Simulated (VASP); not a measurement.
AlP, 2 atoms in the cell. Symmetry: F-43m, No. 216, cubic system. Conventional cell: a = 5.419 Å, b = 5.419 Å, c = 5.419 Å, α = 90.00°, β = 90.00°, γ = 90.00°. Within 3.1 Å of Al (site symmetry -43m) lie 4 P at 2.35 Å. Within 3.1 Å of P (site symmetry -43m) lie 4 Al at 2.35 Å. 

```yaml
Program: VASP 6.6.1
Task: relaxation of cell and atoms
Functional: PBEsol
Potentials_or_basis: VASP PAW PBE potentials, release 64 (Al, P)
Cutoff: 500 eV
k_mesh: 8 × 8 × 8
Occupations: gaussian, width 0.02 eV
Spin: no spin polarisation
Target_pressure: 3 GPa
Dipole_correction: no
Further_INCAR_settings: ALGO = Normal; EDIFF = 1e-07; IBRION = 2; EDIFFG = -0.008; NSW = 70; ISIF = 3
```

Potentials or basis: VASP PAW PBE potentials, release 64 (Al, P).

The run is started by

```console
$ cat potpaw_PBE.64/Al/POTCAR potpaw_PBE.64/P/POTCAR > POTCAR
$ mpirun -np 1 vasp_std > vasp.out
```

Hardware: 1 thread of Intel(R) Xeon(R) 6975P-C (Granite Rapids), with other jobs on the host.

Task: Estimate the wall time of this run.

Result: It took 11 s on 1 thread of Intel(R) Xeon(R) 6975P-C (Granite Rapids) (shared host), peak memory 0.14 GiB. Counts: scf iterations 27, k points 29, ion steps 3.
